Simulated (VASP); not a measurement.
# Si9C3N8 in VASP: notebook, part 3 of 3

VASP 6.6.1.

## (4) Single point, PBE

File INCAR:

```
ALGO     = Normal         # electronic algorithm
EDIFF    = 1E-6           # SCF threshold, eV
ENCUT    = 520            # plane-wave cutoff, eV
GGA      = PE             # functional
ISIF     = 2              # what is computed and relaxed
ISMEAR   = -1             # smearing method
ISYM     = 0            
LASPH    = T              # aspherical terms in the spheres
LCHARG   = T              # write CHGCAR
LELF     = T              # ELF
LREAL    = Auto         
LVHAR    = T            
LWAVE    = F              # write WAVECAR
NBANDS   = 60             # bands
NELM     = 60             # most SCF steps
PREC     = Accurate       # precision mode
SIGMA    = 0.05           # smearing width, eV
```

File KPOINTS:

```
Automatic mesh
0
Gamma
  1 1 1
  0.25 0.25 0.25
```

File POSCAR:

```
Si9C3N8
1.0
    6.5417270000     -0.1058040000     -0.0528750000
   -0.1058040000      5.8803450000     -0.0308140000
   -0.0528750000     -0.0308140000      6.2531300000
Si C N
9 3 8
Direct
    0.6535697808      0.5468962313      0.8662368386
    0.6586401328      0.8167289677      0.3645531571
    0.1192612553     -0.0270748715      0.8522780837
    0.2792298637      0.1209081867      0.2190632442
    0.3476128656      0.5991341144      0.1070767358
    0.3267512096      0.5934891450      0.5901973483
    0.6193916690      0.3306058581      0.4560715391
    0.9017077429      0.3645713740      0.2532345720
    0.0031877440      0.8613739787      0.3671023839
    0.1656868858      0.8359734772      0.1142701944
    0.3548458492      0.4223373809      0.8461217628
    0.7736429727      0.2771193759      0.7403457994
    0.3102086668      0.1861100081      0.9264534844
    0.3463533929      0.4362386557      0.3421569188
    0.0441303907      0.1587332880      0.3713352516
    0.1512965974      0.8158291249      0.6055990786
    0.5924448285      0.6789162104      0.5989651014
    0.5313655998      0.0664184171      0.3453495407
    0.8932034034      0.1287218044      0.8186579463
    0.6082683206      0.6921624485      0.1118248751
```

Potentials or basis: VASP PAW PBE potentials, release 64 (Si, C, N).

The run is started by

```sh
$ cat potpaw_PBE.64/Si/POTCAR potpaw_PBE.64/C/POTCAR potpaw_PBE.64/N/POTCAR > POTCAR
$ mpirun -np 1 vasp_std > vasp.out
```

OUTCAR:

```text
EDIFF = 1E-6
   ENCUT = 520
   GGA = PE
   ISIF = 2
   ISMEAR = -1
   ISYM = 0
   LASPH = T
   LREAL = Auto
   NELM = 60
   PREC = Accurate

 ion  position               nearest neighbor table
   1  0.654  0.547  0.866-  20 1.78  17 1.89  12 1.96  11 2.07   5 2.55   6 2.75   7 2.85   8 3.11

   2  0.659  0.817  0.365-  18 1.72  17 1.74  20 1.76   9 2.26   5 2.84   6 2.89   7 2.92   7 3.09

   3  0.119  0.973  0.852-  19 1.78  13 1.79  16 1.81  10 1.86   4 2.63   6 3.12   5 3.13
   4  0.279  0.121  0.219-  15 1.84  18 1.86  13 1.89  10 1.91  14 2.03   9 2.52   3 2.63   7 2.89
                             8 2.91   5 2.93
   5  0.348  0.599  0.107-  14 1.76  20 1.77  10 1.86  11 1.93   1 2.55   2 2.84   4 2.93   6 3.03
                             3 3.13
   6  0.327  0.593  0.590-  16 1.77  17 1.79  14 1.81  11 1.91   7 2.64   1 2.75   2 2.89   9 3.01
                             5 3.03   3 3.12
   7  0.619  0.331  0.456-  18 1.77  14 2.03  12 2.06  17 2.24   8 2.26   6 2.64   1 2.85   4 2.89
                             2 2.92   2 3.09
   8  0.902  0.365  0.253-  15 1.72   7 2.26   4 2.91   9 3.05   1 3.11   9 3.14
   9  0.003  0.861  0.367-  15 1.76  16 1.79  10 1.93   2 2.26   4 2.52   6 3.01   8 3.05   8 3.14

  10  0.166  0.836  0.114-   3 1.86   5 1.86   4 1.91   9 1.93
  11  0.355  0.422  0.846-  13 1.50   6 1.91   5 1.93   1 2.07
  12  0.774  0.277  0.740-  19 1.29   1 1.96   7 2.06
  13  0.310  0.186  0.926-  11 1.50   3 1.79   4 1.89
  14  0.346  0.436  0.342-   5 1.76   6 1.81   7 2.03   4 2.03
  15  0.044  0.159  0.371-   8 1.72   9 1.76   4 1.84
  16  0.151  0.816  0.606-   6 1.77   9 1.79   3 1.81
  17  0.592  0.679  0.599-   2 1.74   6 1.79   1 1.89   7 2.24
  18  0.531  0.066  0.345-   2 1.72   7 1.77   4 1.86
  19  0.893  0.129  0.819-  12 1.29   3 1.78
  20  0.608  0.692  0.112-   2 1.76   5 1.77   1 1.78

IMPORTANT INFORMATION: All symmetrisations will be switched off!
NOSYMM: (Re-)initialisation of all symmetry stuff for point group C_1.

----------------------------------------------------------------------------------------

                                     Primitive cell

  volume of cell :     240.4500

  direct lattice vectors                    reciprocal lattice vectors
     6.541727000 -0.105804000 -0.052875000     0.152920006  0.002758309  0.001306648
    -0.105804000  5.880345000 -0.030814000     0.002758309  0.170112194  0.000861598
    -0.052875000 -0.030814000  6.253130000     0.001306648  0.000861598  0.159935207

  length of vectors
     6.542796221  5.881377501  6.253429464     0.152950462  0.170136737  0.159942865

  position of ions in fractional coordinates (direct lattice)
     0.653569781  0.546896231  0.866236839
     0.658640133  0.816728968  0.364553157
     0.119261255  0.972925129  0.852278084
     0.279229864  0.120908187  0.219063244
     0.347612866  0.599134114  0.107076736
     0.326751210  0.593489145  0.590197348
[... 12 lines left out ...]
     0.893203403  0.128721804  0.818657946
     0.608268321  0.692162448  0.111824875

  ion indices of the primitive-cell ions
   primitive index   ion index
                 1           1
                 2           2
                 3           3
                 4           4
                 5           5
                 6           6
[... 12 lines left out ...]
                19          19
                20          20

----------------------------------------------------------------------------------------

 KPOINTS: Automatic mesh

Automatic generation of k-mesh.
 Grid dimensions read from file:
 generate k-points for:    1    1    1

 Generating k-lattice:

  Cartesian coordinates                     Fractional coordinates (reciprocal lattice)
     0.152920006  0.002758309  0.001306648     1.000000000  0.000000000  0.000000000
     0.002758309  0.170112194  0.000861598     0.000000000  1.000000000  0.000000000
     0.001306648  0.000861598  0.159935207     0.000000000  0.000000000  1.000000000

  Length of vectors
     0.152950462  0.170136737  0.159942865

  Shift w.r.t. Gamma in fractional coordinates (k-lattice)
     0.250000000  0.250000000  0.250000000

 Subroutine IBZKPT returns following result:
 ===========================================

 Found      1 irreducible k-points:

 Following reciprocal coordinates:
            Coordinates               Weight
  0.250000  0.250000  0.250000      2.000000
   k-points           NKPTS =      1   k-points in BZ     NKDIM =      1   number of bands    NBANDS=     60
   number of dos      NEDOS =    301   number of ions     NIONS =     20
   total plane-waves  NPLWV = 115200
   dimension x,y,z NGX =    50 NGY =   48 NGZ =   48
   dimension x,y,z NGXF=   100 NGYF=   96 NGZF=   96
   ions per type =               9   3   8
   NGX,Y,Z   is equivalent  to a cutoff of  12.70, 13.57, 12.76 a.u.
   NGXF,Y,Z  is equivalent  to a cutoff of  25.41, 27.14, 25.52 a.u.
 SYSTEM =  unknown system
   PREC   = accura    normal or accurate (medium, high low for compatibility)
   ISTART =      0    job   : 0-new  1-cont  2-samecut
   ICHARG =      2    charge: 1-file 2-atom 10-const
   ISPIN  =      1    spin polarized calculation?
   LNONCOLLINEAR =      F non collinear calculations
   LSORBIT =      F    spin-orbit coupling
   LASPH  =      T    aspherical Exc in radial PAW
   ENCUT  =  520.0 eV  38.22 Ry    6.18 a.u.  12.17 10.94 11.63*2*pi/ulx,y,z
   NELM   =     60;   NELMIN=  2; NELMDL= -5     # of ELM steps
   EDIFF  = 0.1E-05   stopping-criterion for ELM
   LREAL  =      T    real-space projection
   EDIFFG = 0.1E-04   stopping-criterion for IOM
   NSW    =      0    number of steps for IOM
   IBRION =     -1    ionic relax: 0-MD 1-quasi-New 2-CG
   NFREE  =      0    steps in history (QN), initial steepest desc. (CG)
   ISIF   =      2    stress and relaxation
   ISYM   =      0    0-nonsym 1-usesym 2-fastsym
   POTIM  = 0.5000    time-step for ionic-motion
   TEBEG  =    0.0;   TEEND  =   0.0 temperature during run
   PSTRESS=    0.0 pullay stress
   NELECT =      88.0000    total number of electrons
   NUPDOWN=      -1.0000    fix difference up-down
   EMIN   =  10.00;   EMAX   =-10.00  energy-range for DOS
   EFERMI =   0.00;   METHOD = LEGACY
   ISMEAR =    -1;   SIGMA  =   0.05  broadening in eV -4-tet -1-fermi 0-gaus
   EFERMI_NEDOS =   21; number of points for ismear=-14 and -15
   IALGO  =     38    algorithm
   IMIX   =      4    mixing-type and parameters
     AMIX     =   0.40;   BMIX     =  1.00
     AMIX_MAG =   1.60;   BMIX_MAG =  1.00
  volume/ion in A,a.u.               =      12.02        81.13
  Fermi-wavevector in a.u.,A,eV,Ry     =   1.171011  2.212889 18.657203  1.371266
  Thomas-Fermi vector in A             =   2.307461
   LORBIT       =      0    0 simple, 1 ext, 2 COOP (PROOUT), +10 PAW based schemes
   GGA     = PE    functional components
   LHFCALC =     F    Hartree Fock is set to
   AEXX    =    0.0000 exact exchange contribution
   IVDW    =     0    specifies the selected vdW correction
   LEPSILON=     F    determine dielectric tensor
   LRPA    =     F    only Hartree local field effects (RPA)
 non-spin polarized calculation
  energy-cutoff  :      520.00
  volume of cell :      240.45
 maximum number of plane-waves:      6468
 NGX is ok and might be reduce to    48
   NGX = 25   NGY = 21   NGZ = 23

 number of electron      87.9999999 magnetization

 Free energy of the ion-electron system (eV)
  ---------------------------------------------------
  ext. energy  EPLUGINS =         0.00000000
  ---------------------------------------------------
  free energy    TOTEN  =      -144.82115142 eV

  energy without entropy =     -144.81856833  energy(sigma->0) =     -144.81985988

 E-fermi :   6.9647     XC(G=0): -10.2694

 val. band max:        6.6476190203   @ k =   0.2500   0.2500   0.2500
 cond. band min:       7.2817386723   @ k =   0.2500   0.2500   0.2500
 fundamental gap:      0.6341196519
 Fermi energy:         6.9646788193

 k-point     1 :       0.2500    0.2500    0.2500
  band No.  band energies     occupation
      1     -11.9156      2.00000
      2     -11.3645      2.00000
      3     -10.7184      2.00000
      4     -10.4418      2.00000
      5      -9.9830      2.00000
      6      -9.8197      2.00000
[... 48 lines left out ...]
     55      11.3288      0.00000
     56      11.3973      0.00000
 [bands above 56 left out]

------------------------ aborting loop because EDIFF is reached ----------------------------------------

  FORCE on cell =-STRESS in cart. coord.  units (eV):
  Direction    XX          YY          ZZ          XY          YZ          ZX
  --------------------------------------------------------------------------------------
  -------------------------------------------------------------------------------------
  Total        3.6424644      5.6506497    -16.8659319     10.4277282     -4.5620279     -6.8844317
  in kB       24.2706358     37.6516679   -112.3818505     69.4825164    -30.3979136    -45.8726611
  external PRESSURE =     -16.8198489 kB  Pullay stress =       0.0000000 kB

 VOLUME and BASIS-vectors are now :
 -----------------------------------------------------------------------------
  energy-cutoff  :      520.00
  volume of cell :      240.45
      direct lattice vectors                 reciprocal lattice vectors
     6.541727000 -0.105804000 -0.052875000     0.152920006  0.002758309  0.001306648
    -0.105804000  5.880345000 -0.030814000     0.002758309  0.170112194  0.000861598
    -0.052875000 -0.030814000  6.253130000     0.001306648  0.000861598  0.159935207

 POSITION                                       TOTAL-FORCE (eV/Angst)
 -----------------------------------------------------------------------------------
      4.17181      3.12010      5.36528        -0.413048     -0.649537     -0.129910
      4.20296      4.72173      2.21961         0.766824      0.876523     -0.910152
      0.63217      5.68226      5.29312        -0.124681      1.353341     -0.686428
      1.80227      0.67469      1.35134         1.801848      0.838300     -0.584587
      2.20494      3.48304      0.63272        -0.835774      0.817179     -0.905578
      2.04352      3.43716      3.65502        -1.130907     -0.661871      1.339144
[... 12 lines left out ...]
      5.78619      0.63720      5.06798        -1.170622      1.175518     -0.724494
      3.89998      4.00235      0.64577        -0.494826     -0.029088     -0.871348
 -----------------------------------------------------------------------------------
    total drift:                               -0.010543      0.006403     -0.000211

  FREE ENERGIE OF THE ION-ELECTRON SYSTEM (eV)
  ---------------------------------------------------
  free  energy   TOTEN  =      -144.8211514174 eV

  energy  without entropy=     -144.8185683331  energy(sigma->0) =     -144.81985988
```

It took 57 s on 1 thread of Intel Xeon 6975P-C, shared host; peak memory 0.31 GiB.

What came out:

* Free energy: -144.8212 eV
* Pressure: -1.7 GPa
* Largest force: 2.072 eV/Å
* Band gap on the k mesh: 0.63 eV

Forces on the atoms (eV/Å):
```
Si  -0.413 -0.650 -0.130
Si   0.767  0.877 -0.910
Si  -0.125  1.353 -0.686
Si   1.802  0.838 -0.585
Si  -0.836  0.817 -0.906
Si  -1.131 -0.662  1.339
Si  -0.537 -0.922  0.746
Si   1.143  0.791 -0.669
Si   0.893  0.123  0.075
C   -0.055 -0.683  0.971
C    0.972 -0.104  0.810
C    0.774 -1.010  0.818
N   -0.802  0.160  0.462
N    0.775  0.143  0.246
N   -0.080 -0.116 -0.912
N    0.558 -1.467  0.151
N   -0.733 -0.679  0.656
N   -1.306  0.044  0.120
N   -1.171  1.176 -0.724
N   -0.495 -0.029 -0.871
```

Stress tensor (GPa, compression positive):
```
  2.43   6.95  -4.59
  6.95   3.77  -3.04
 -4.59  -3.04 -11.24
```

Levels at points of the mesh, in eV from the valence-band top:
```
           k point  band 42  band 43  band 44  band 45  band 46  band 47
(0.25, 0.25, 0.25)    -1.11    -0.77     0.00     0.63     1.31     2.33
```

Caveat: the k points lie up to 1.07 Å⁻¹ apart.

## (5) Single point, PBE

File INCAR:

```
SYSTEM = Si9C3N8
  PREC = Accurate
  ENCUT = 520
  EDIFF = 1E-6
  ISMEAR = -1
  SIGMA = 0.05
  LREAL = Auto
  LASPH = .TRUE.
  NELM = 60
  ALGO = Normal
  ISIF = 2
  LWAVE = .FALSE.
  LCHARG = .FALSE.
  GGA = PE
  ISYM = 0
  NBANDS = 60
```

KPOINTS is that of step 4.

File POSCAR:

```
Si9C3N8
1.0
    6.5417270000     -0.1058040000     -0.0528750000
   -0.1058040000      5.8803450000     -0.0308140000
   -0.0528750000     -0.0308140000      6.2531300000
Si C N
9 3 8
Direct
    0.6432035961      0.5351176392      0.8665483534
    0.6650445054      0.8005084106      0.3588388686
    0.1108414962     -0.0232531667      0.8627534085
    0.2954396973      0.1149046051      0.2356402385
    0.3441259757      0.6043231193      0.1046124539
    0.3317431920      0.5796669198      0.6011785742
    0.6215871937      0.3175942220      0.4557728324
    0.9335830862      0.3854202622      0.2697243693
    0.0100120386      0.8573862581      0.3857234516
    0.1557926033      0.8309230150      0.1364482420
    0.3410066601      0.4200640606      0.8525582518
    0.7599358611      0.2671722890      0.7550457540
    0.2961671939      0.1856714377      0.9434165162
    0.3666832943      0.4324616080      0.3449047519
    0.0627121664      0.1542893900      0.3734550823
    0.1367507925      0.7828478452      0.6102301362
    0.5974299912      0.6707064007      0.6045481635
    0.5274228905      0.0435851744      0.3574482729
    0.8820470421      0.1171290180      0.8136214105
    0.6016091760      0.7018854742      0.0949919455
```

The run is started by

```sh
$ cat potpaw_PBE.64/Si/POTCAR potpaw_PBE.64/C/POTCAR potpaw_PBE.64/N/POTCAR > POTCAR
$ mpirun -np 1 vasp_std > vasp.out
```

Wall time 58 s (1 thread of Intel Xeon 6975P-C, shared host); peak memory 0.32 GiB.

Results (log left out):

| Item | Value |
| --- | --- |
| Free energy | -145.1097 eV |
| Pressure | -1.1 GPa |
| Largest force | 2.833 eV/Å |
| Band gap on the k mesh | 0.57 eV |

Forces on the atoms (eV/Å):
```
Si  -0.295 -0.305 -0.357
Si   0.544  0.759 -0.341
Si  -0.253 -0.150  0.122
Si   0.292  0.437 -1.678
Si  -1.188  0.149  0.252
Si  -1.410 -0.117  0.015
Si   0.230 -1.111  0.164
Si   0.038 -0.708  0.198
Si  -0.608  0.763 -1.312
C    1.183 -0.142 -1.152
C    1.486 -0.666  1.386
C    0.614 -0.552 -0.178
N   -0.268  0.170 -0.378
N    0.310  0.040 -0.138
N   -1.168  0.962  0.140
N    1.521 -0.355  2.363
N   -0.843 -0.555  0.541
N   -0.325  1.162  0.317
N   -0.251  0.301 -0.134
N    0.391 -0.081  0.169
```

Stress tensor (GPa, compression positive):
```
  3.93   5.82  -3.37
  5.82   3.32  -1.19
 -3.37  -1.19 -10.64
```

Levels at points of the mesh, in eV from the valence-band top:
```
           k point  band 42  band 43  band 44  band 45  band 46  band 47
(0.25, 0.25, 0.25)    -1.12    -0.78     0.00     0.57     1.35     2.34
```

Caveat: the k points lie up to 1.07 Å⁻¹ apart.

## (6) Single point, PBE

File INCAR:

```
SYSTEM = Si9C3N8
PREC = Accurate
ENCUT = 520
EDIFF = 1E-6
ISMEAR = -1
SIGMA = 0.05
LREAL = Auto
LASPH = .TRUE.
NELM = 80
ALGO = Normal
ISIF = 2
LWAVE = .FALSE.
LCHARG = .FALSE.
GGA = PE
NBANDS = 60
ISYM = 0
```

KPOINTS is that of step 5.

File POSCAR:

```
Si9C3N8
1.0
    6.5417270000     -0.1058040000     -0.0528750000
   -0.1058040000      5.8803450000     -0.0308140000
   -0.0528750000     -0.0308140000      6.2531300000
Si C N
9 3 8
Direct
    0.6534502708      0.5272407887      0.8590278118
    0.6661823176      0.8096431374      0.3528013545
    0.1204406975     -0.0315509696      0.8291135944
    0.2944265480      0.1157242813      0.2037448017
    0.3484995449      0.5973225330      0.0932343978
    0.3278302963      0.5826877546      0.5911036501
    0.6083544539      0.3085283568      0.4521271323
    0.9298219517      0.3975448200      0.3052772422
    0.0207626000      0.8571867937      0.3545242425
    0.1723977758      0.8270935387      0.0977471431
    0.3757738270      0.3968155393      0.8460731690
    0.7784594321      0.2733246359      0.7375554751
    0.2939883983      0.1835651360      0.9222490197
    0.3534570089      0.4206829618      0.3411691368
    0.0466140474      0.1436465317      0.3205105350
    0.1654454258      0.8025736007      0.5902470331
    0.5900068035      0.6731761902      0.6048927275
    0.5150473809      0.0446802805      0.3539102671
    0.8896346890      0.1106667611      0.7648090668
    0.6124812946      0.6855401132      0.1033103712
```

Potentials or basis: VASP PAW PBE potentials, release 64 (Si, C, N).

The run is started by

```sh
$ cat potpaw_PBE.64/Si/POTCAR potpaw_PBE.64/C/POTCAR potpaw_PBE.64/N/POTCAR > POTCAR
$ mpirun -np 1 vasp_std > vasp.out
```

It took 51 s on 1 thread of Intel Xeon 6975P-C, shared host; peak memory 0.32 GiB.

It converged, with:

```yaml
Free_energy: -145.2612 eV
Pressure: 1.0 GPa
Largest_force: 2.320 eV/Å
Band_gap_on_the_k_mesh: 0.54 eV
```

Forces on the atoms (eV/Å):
```
Si  -0.291  0.302 -0.162
Si   0.901  0.296  0.841
Si  -0.136  0.601  0.547
Si   0.070  0.066 -0.407
Si   0.419 -0.249  0.582
Si   0.571 -1.567  0.631
Si   0.686 -0.007 -0.166
Si  -0.275 -0.231  0.218
Si  -1.466 -1.621 -0.779
C   -0.427 -0.294  0.068
C   -0.673  1.641 -0.171
C   -0.635  0.017 -0.626
N    0.523 -0.241  0.138
N    0.881  1.323 -0.820
N   -0.281  1.536  0.261
N   -0.950  0.627  0.798
N    0.075 -0.339 -0.166
N   -0.237 -0.157 -0.349
N    1.429 -1.305  0.682
N   -0.185 -0.397 -1.119
```

Stress tensor (GPa, compression positive):
```
  5.98   6.09  -4.99
  6.09   9.50  -1.34
 -4.99  -1.34 -12.60
```

Levels at points of the mesh, in eV from the valence-band top:
```
           k point  band 41  band 42  band 43  band 44  band 45  band 46  band 47  band 48
(0.25, 0.25, 0.25)    -1.85    -1.01    -0.83     0.00     0.54     1.62     2.35     2.59
```

Caveat: the k points lie up to 1.07 Å⁻¹ apart.
